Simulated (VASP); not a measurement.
A run of VASP 6.6.1 is set up as follows.

Contents of INCAR:

```
SYSTEM = Zn
ALGO = Normal ; EDIFF = 1E-6
ENCUT = 500 ; GGA = PS
GGA_COMPAT = .FALSE. ; ISIF = 2
ISMEAR = 0 ; LASPH = .TRUE.
LCHARG = .TRUE. ; LELF = .TRUE.
LREAL = .FALSE. ; LVHAR = .TRUE.
LWAVE = .FALSE. ; NBANDS = 12
NELM = 120 ; PREC = Accurate
SIGMA = 0.05
```

KPOINTS

```
k-points
0
G
  19 19 19
  0 0 0
```

Contents of POSCAR:

```
Zn
1.0
    0.0000000000      1.9097423606      1.9097423606
    1.9097423606      0.0000000000      1.9097423606
    1.9097423606      1.9097423606      0.0000000000
Zn
1
Direct
    0.0000000000      0.0000000000      0.0000000000
```

Potentials or basis: VASP PAW PBE potentials, release 64 (Zn).

Run with:

```console
$ cat potpaw_PBE.64/Zn/POTCAR > POTCAR
$ mpirun -np 1 vasp_std > vasp.out
```

Question: Predict the pressure.

Answer: 1.8 GPa.

Question: Predict the band gap on the k mesh.

Answer: Zero (band 6 reaches 5.56 eV, above the bottom of band 7 at 2.39 eV).

Caveat: the PAW data sets were made with another functional, which shifts forces and pressure a little.
